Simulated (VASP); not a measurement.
# PbS: single point with revPBE

PbS:

```
Pb S
1.0
     3.68836    0.00000    0.00000
     0.00000    3.68836    0.00000
     0.00000    0.00000    3.68836
Pb S
1 1
Cartesian
  0.0000 0.0000 0.0000
  1.8442 1.8442 1.8442
```

- Program: VASP 6.6.1
- Task: single point
- Functional: revPBE
- Potentials or basis: VASP PAW PBE potentials, release 64 (Pb_d, S)
- Cutoff: 520 eV
- k mesh: 7 × 7 × 7
- Occupations: fermi-dirac, width 0.05 eV
- Spin: no spin polarisation

```json
{"Pressure": "-0.1 GPa", "Band gap on the k mesh": "0.22 eV, indirect (least direct gap 1.38 eV)"}
```

Levels at points of the mesh, in eV from the valence-band top:
```csv
k point,band 8,band 9,band 10,band 11,band 12,band 13
"(0.00, 0.00, 0.00)",-1.36,-1.36,-1.36,5.70,5.70,6.50
```

It took 8.9 s on 1 thread of Intel(R) Xeon(R) Platinum 8488C (Sapphire Rapids), with other jobs on the host, peak memory 0.16 GiB.

Caveat: the PAW data sets were made with another functional, which shifts forces and pressure a little; spin-orbit coupling is left out, which moves the levels of the heavy elements. A k mesh can miss the band edges.
